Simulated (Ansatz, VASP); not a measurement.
## SiW: VASP beside Ansatz

```xyz
2
Lattice="0.0000 2.5128 2.5128 2.5128 0.0000 2.5128 2.5128 2.5128 0.0000" Properties=species:S:1:pos:R:3 pbc="T T T"
W     0.0000    0.0000    0.0000
Si    2.5128    2.5128    2.5128
```

Alike in both runs: task electric field gradients; functional PBE; k mesh 4 × 4 × 4; occupations fermi-dirac, width 0.05 eV; no spin polarisation.

```csv
,VASP,Ansatz
version,VASP 6.6.1,Ansatz 0.2.0
potentials or method,"VASP PAW PBE potentials, release 64 (W_sv, Si)","PAW with Ansatz's default frozen-core files, scalar-relativistic"
plane-wave cutoff (eV),520,420
valence electrons in the cell,18,18
```

VASP gave:

| Quantity | Value |
| --- | --- |
| pressure (GPa) | -0.8 |

**Question.** Estimate Ansatz's values.

**Answer.** Pressure (GPa): -0.9.

The k mesh is coarse, so the values compare programs but aren't converged. Neither program's run includes spin-orbit coupling.
